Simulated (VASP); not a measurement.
# GaSb (GaSb (F-43m)) (F-43m) in VASP: a series of runs

GaSb (GaSb (F-43m)) is run at these levels: r2SCAN; tasks: single point, relaxation of cell and atoms.

Program: VASP 6.6.1. These are calculated values, not measurements. Logs are shortened: lines on timing, memory, paths and dates and some standing lists are left out, and cuts for length are marked.

## Step 1: The cell of the first run

The structure is cubic, space group F-43m (No. 216). Conventional cell: a = 6.133 Å, b = 6.133 Å, c = 6.133 Å, α = 90.00°, β = 90.00°, γ = 90.00°. Ga (site symmetry -43m) has 4 Sb at 2.66 Å within 3.5 Å. Sb (site symmetry -43m) has 4 Ga at 2.66 Å within 3.5 Å.

## Step 2: Single point, r2SCAN

File POSCAR:

```
GaSb
1.0
    0.0000000000      3.0663044079      3.0663044079
    3.0663044079      0.0000000000      3.0663044079
    3.0663044079      3.0663044079      0.0000000000
Ga Sb
1 1
Direct
    0.0000000000      0.0000000000      0.0000000000
    0.2500000000      0.2500000000      0.2500000000
```

File INCAR.step1:

```
ALGO = Normal ; EDIFF = 1E-5
ENCUT = 550 ; GGA = PE
GGA_COMPAT = False ; ISMEAR = 0
LASPH = True ; LCHARG = False
LREAL = False ; LWAVE = True
NBANDS = 16 ; NELM = 120
PREC = Accurate ; SIGMA = 0.01
```

File INCAR.step2:

```
ALGO = Normal ; EDIFF = 1E-6
ENCUT = 550 ; GGA_COMPAT = False
ISIF = 2 ; ISMEAR = 0
ISTART = 1 ; LASPH = True
LCHARG = True ; LELF = True
LMIXTAU = True ; LREAL = False
LVHAR = True ; LWAVE = False
METAGGA = R2SCAN ; NBANDS = 16
NELM = 120 ; PREC = Accurate
SIGMA = 0.01
```

File KPOINTS:

```
k-points
0
Gamma
  8 8 8
```

Potentials or basis: VASP PAW PBE potentials, release 64 (Ga_d, Sb).

The run is started by

```bash
cat potpaw_PBE.64/Ga_d/POTCAR potpaw_PBE.64/Sb/POTCAR > POTCAR
cp INCAR.step1 INCAR
mpirun -np 1 vasp_std > vasp.out
cp INCAR.step2 INCAR
mpirun -np 1 vasp_std > vasp.out
```

OUTCAR:

```text
EDIFF = 1E-6
   ENCUT = 550
   ISIF = 2
   ISMEAR = 0
   ISTART = 1
   LASPH = True
   LREAL = False
   METAGGA = R2SCAN
   NELM = 120
   PREC = Accurate

 ion  position               nearest neighbor table
   1  0.000  0.000  0.000-   2 2.66   2 2.66   2 2.66   2 2.66
   2  0.250  0.250  0.250-   1 2.66   1 2.66   1 2.66   1 2.66

  LATTYP: Found a face centered cubic cell.
 ALAT       =     6.1326088158

  Lattice vectors:

 A1 = (   0.0000000000,   3.0663044079,   3.0663044079)
 A2 = (   3.0663044079,   0.0000000000,   3.0663044079)
 A3 = (   3.0663044079,   3.0663044079,   0.0000000000)

Analysis of symmetry for initial positions (statically):
=====================================================================
 Subroutine PRICEL returns:
 Original cell was already a primitive cell.

 Routine SETGRP: Setting up the symmetry group for a
 face centered cubic supercell.

 Subroutine GETGRP returns: Found 24 space group operations
 (whereof 24 operations were pure point group operations)
 out of a pool of 48 trial point group operations.

The static configuration has the point symmetry T_d .

Analysis of symmetry for dynamics (positions and initial velocities):
=====================================================================
 Subroutine PRICEL returns:
 Original cell was already a primitive cell.

 Routine SETGRP: Setting up the symmetry group for a
 face centered cubic supercell.

 Subroutine GETGRP returns: Found 24 space group operations
 (whereof 24 operations were pure point group operations)
 out of a pool of 48 trial point group operations.

The dynamic configuration has the point symmetry T_d .

 Subroutine INISYM returns: Found 24 space group operations
 (whereof 24 operations are pure point group operations),
 and found     1 'primitive' translations

----------------------------------------------------------------------------------------

                                     Primitive cell

  volume of cell :      57.6602

  direct lattice vectors                    reciprocal lattice vectors
     0.000000000  3.066304408  3.066304408    -0.163062741  0.163062741  0.163062741
     3.066304408  0.000000000  3.066304408     0.163062741 -0.163062741  0.163062741
     3.066304408  3.066304408  0.000000000     0.163062741  0.163062741 -0.163062741

  length of vectors
     4.336409280  4.336409280  4.336409280     0.282432951  0.282432951  0.282432951

  position of ions in fractional coordinates (direct lattice)
     0.000000000  0.000000000  0.000000000
     0.250000000  0.250000000  0.250000000

  ion indices of the primitive-cell ions
   primitive index   ion index
                 1           1
                 2           2

----------------------------------------------------------------------------------------

 KPOINTS: k-points

Automatic generation of k-mesh.
 Grid dimensions read from file:
 generate k-points for:    8    8    8

 Generating k-lattice:

  Cartesian coordinates                     Fractional coordinates (reciprocal lattice)
    -0.020382843  0.020382843  0.020382843     0.125000000  0.000000000  0.000000000
     0.020382843 -0.020382843  0.020382843     0.000000000  0.125000000  0.000000000
     0.020382843  0.020382843 -0.020382843     0.000000000  0.000000000  0.125000000

  Length of vectors
     0.035304119  0.035304119  0.035304119

  Shift w.r.t. Gamma in fractional coordinates (k-lattice)
     0.000000000  0.000000000  0.000000000

 Subroutine IBZKPT returns following result:
 ===========================================

 Found     29 irreducible k-points:

 Following reciprocal coordinates:
            Coordinates               Weight
  0.000000  0.000000  0.000000      1.000000
  0.125000  0.000000  0.000000      8.000000
  0.250000  0.000000  0.000000      8.000000
  0.375000  0.000000  0.000000      8.000000
  0.500000  0.000000  0.000000      4.000000
  0.125000  0.125000  0.000000      6.000000
[... 16 lines left out ...]
  0.500000  0.250000  0.125000     48.000000
 -0.375000  0.250000  0.125000     24.000000
 [... further k-points ...]
   k-points           NKPTS =     29   k-points in BZ     NKDIM =     29   number of bands    NBANDS=     16
   number of dos      NEDOS =    301   number of ions     NIONS =      2
   total plane-waves  NPLWV =  46656
   dimension x,y,z NGX =    36 NGY =   36 NGZ =   36
   dimension x,y,z NGXF=    72 NGYF=   72 NGZF=   72
   ions per type =               1   1
   NGX,Y,Z   is equivalent  to a cutoff of  13.80, 13.80, 13.80 a.u.
   NGXF,Y,Z  is equivalent  to a cutoff of  27.60, 27.60, 27.60 a.u.
 SYSTEM =  unknown system
   PREC   = accura    normal or accurate (medium, high low for compatibility)
   ISTART =      1    job   : 0-new  1-cont  2-samecut
   ICHARG =      0    charge: 1-file 2-atom 10-const
   ISPIN  =      1    spin polarized calculation?
   LNONCOLLINEAR =      F non collinear calculations
   LSORBIT =      F    spin-orbit coupling
   LASPH  =      T    aspherical Exc in radial PAW
   ENCUT  =  550.0 eV  40.42 Ry    6.36 a.u.   8.29  8.29  8.29*2*pi/ulx,y,z
   NELM   =    120;   NELMIN=  2; NELMDL=  0     # of ELM steps
   EDIFF  = 0.1E-05   stopping-criterion for ELM
   LREAL  =      F    real-space projection
   EDIFFG = 0.1E-04   stopping-criterion for IOM
   NSW    =      0    number of steps for IOM
   IBRION =     -1    ionic relax: 0-MD 1-quasi-New 2-CG
   NFREE  =      0    steps in history (QN), initial steepest desc. (CG)
   ISIF   =      2    stress and relaxation
   ISYM   =      2    0-nonsym 1-usesym 2-fastsym
   POTIM  = 0.5000    time-step for ionic-motion
   TEBEG  =    0.0;   TEEND  =   0.0 temperature during run
   PSTRESS=    0.0 pullay stress
   NELECT =      18.0000    total number of electrons
   NUPDOWN=      -1.0000    fix difference up-down
   EMIN   =  10.00;   EMAX   =-10.00  energy-range for DOS
   EFERMI =   0.00;   METHOD = LEGACY
   ISMEAR =     0;   SIGMA  =   0.01  broadening in eV -4-tet -1-fermi 0-gaus
   EFERMI_NEDOS =   21; number of points for ismear=-14 and -15
   IALGO  =     38    algorithm
   IMIX   =      4    mixing-type and parameters
     AMIX     =   0.40;   BMIX     =  1.00
     AMIX_MAG =   1.60;   BMIX_MAG =  1.00
  volume/ion in A,a.u.               =      28.83       194.55
  Fermi-wavevector in a.u.,A,eV,Ry     =   1.110556  2.098646 16.780532  1.233334
  Thomas-Fermi vector in A             =   2.247109
   LORBIT       =      0    0 simple, 1 ext, 2 COOP (PROOUT), +10 PAW based schemes
   METAGGA = R2SCAN    functional components
   LHFCALC =     F    Hartree Fock is set to
   AEXX    =    0.0000 exact exchange contribution
   IVDW    =     0    specifies the selected vdW correction
   LEPSILON=     F    determine dielectric tensor
   LRPA    =     F    only Hartree local field effects (RPA)
 non-spin polarized calculation
 Gauss-broadening in eV      SIGMA  =   0.01
  energy-cutoff  :      550.00
  volume of cell :       57.66
 maximum number of plane-waves:      1708
 NGX is ok and might be reduce to    36
   NGX = 17   NGY = 17   NGZ = 17

 number of electron      18.0000003 magnetization

 Free energy of the ion-electron system (eV)
  ---------------------------------------------------
  ext. energy  EPLUGINS =         0.00000000
  ---------------------------------------------------
  free energy    TOTEN  =       -37.60071740 eV

  energy without entropy =      -37.60071740  energy(sigma->0) =      -37.60071740

 E-fermi :   4.6532     XC(G=0):  -9.6879

 val. band max:        4.6121000620   @ k =   0.0000   0.0000   0.0000
 cond. band min:       5.0069108683   @ k =   0.0000   0.0000   0.0000
 fundamental gap:      0.3948108063
 Fermi energy:         4.6531899596

 k-point     1 :       0.0000    0.0000    0.0000
  band No.  band energies     occupation
      1     -10.8727      2.00000
      2     -10.8727      2.00000
      3     -10.8727      2.00000
      4     -10.8171      2.00000
      5     -10.8171      2.00000
      6      -7.2681      2.00000
[... 8 lines left out ...]
     15      13.6184      0.00000
     16      13.6184      0.00000

 k-point     2 :       0.1250    0.0000    0.0000
  band No.  band energies     occupation
      1     -10.8771      2.00000
      2     -10.8708      2.00000
      3     -10.8708      2.00000
      4     -10.8173      2.00000
      5     -10.8173      2.00000
      6      -7.1006      2.00000
[... 8 lines left out ...]
     15      12.8483      0.00000
     16      12.8483      0.00000

 k-point     3 :       0.2500    0.0000    0.0000
  band No.  band energies     occupation
      1     -10.8875      2.00000
      2     -10.8665      2.00000
      3     -10.8665      2.00000
      4     -10.8175      2.00000
      5     -10.8175      2.00000
      6      -6.6235      2.00000
[... 8 lines left out ...]
     15      12.6348      0.00000
     16      12.6348      0.00000

 k-point     4 :       0.3750    0.0000    0.0000
  band No.  band energies     occupation
      1     -10.8977      2.00000
      2     -10.8626      2.00000
      3     -10.8626      2.00000
      4     -10.8172      2.00000
      5     -10.8172      2.00000
      6      -5.9615      2.00000
[... 8 lines left out ...]
     15      13.6373      0.00000
     16      13.6373      0.00000
[... 324 lines left out ...]
 k-point    22 :       0.3750    0.2500    0.1250
  band No.  band energies     occupation
      1     -10.8979      2.00000
      2     -10.8614      2.00000
      3     -10.8598      2.00000
      4     -10.8212      2.00000
      5     -10.8156      2.00000
      6      -6.2068      2.00000
[... 8 lines left out ...]
     15      14.2621      0.00000
     16      14.4336      0.00000

 k-point    23 :       0.5000    0.2500    0.1250
  band No.  band energies     occupation
      1     -10.9047      2.00000
      2     -10.8586      2.00000
      3     -10.8562      2.00000
      4     -10.8211      2.00000
      5     -10.8161      2.00000
      6      -5.5714      2.00000
[... 8 lines left out ...]
     15      13.8932      0.00000
     16      15.3815      0.00000

 k-point    24 :      -0.3750    0.2500    0.1250
  band No.  band energies     occupation
      1     -10.9073      2.00000
      2     -10.8578      2.00000
      3     -10.8548      2.00000
      4     -10.8203      2.00000
      5     -10.8168      2.00000
      6      -5.1927      2.00000
[... 8 lines left out ...]
     15      14.8466      0.00000
     16      15.3765      0.00000

 [... further k-points ...]
[... 5 lines left out ...]
  --------------------------------------------------------------------------------------
  -------------------------------------------------------------------------------------
  Total        0.0171249      0.0171249      0.0171249      0.0000000      0.0000000      0.0000000
  in kB        0.4758410      0.4758410      0.4758410      0.0000000      0.0000000      0.0000000
  external PRESSURE =       0.4758410 kB  Pullay stress =       0.0000000 kB

 VOLUME and BASIS-vectors are now :
 -----------------------------------------------------------------------------
  energy-cutoff  :      550.00
  volume of cell :       57.66
      direct lattice vectors                 reciprocal lattice vectors
     0.000000000  3.066304408  3.066304408    -0.163062741  0.163062741  0.163062741
     3.066304408  0.000000000  3.066304408     0.163062741 -0.163062741  0.163062741
     3.066304408  3.066304408  0.000000000     0.163062741  0.163062741 -0.163062741

 POSITION                                       TOTAL-FORCE (eV/Angst)
 -----------------------------------------------------------------------------------
      0.00000      0.00000      0.00000         0.000000      0.000000      0.000000
      1.53315      1.53315      1.53315        -0.000000     -0.000000     -0.000000
 -----------------------------------------------------------------------------------
    total drift:                                0.000000      0.000000      0.000000

  FREE ENERGIE OF THE ION-ELECTRON SYSTEM (eV)
  ---------------------------------------------------
  free  energy   TOTEN  =       -37.6007173992 eV

  energy  without entropy=      -37.6007173992  energy(sigma->0) =      -37.60071740
```

Wall time 1.9 min (1 thread of AMD EPYC 9R45 (Zen 5), shared host); peak memory 0.19 GiB.

What came out:

```
Free energy            : -37.6007 eV
Pressure               : 0.0 GPa
Band gap on the k mesh : 0.39 eV, direct
```

Caveat: the PAW data sets were made with another functional, which shifts forces and pressure a little; spin-orbit coupling is left out, which moves the levels of the heavy elements. A k mesh can miss the band edges.

(Part 1 of 2 ends here.)
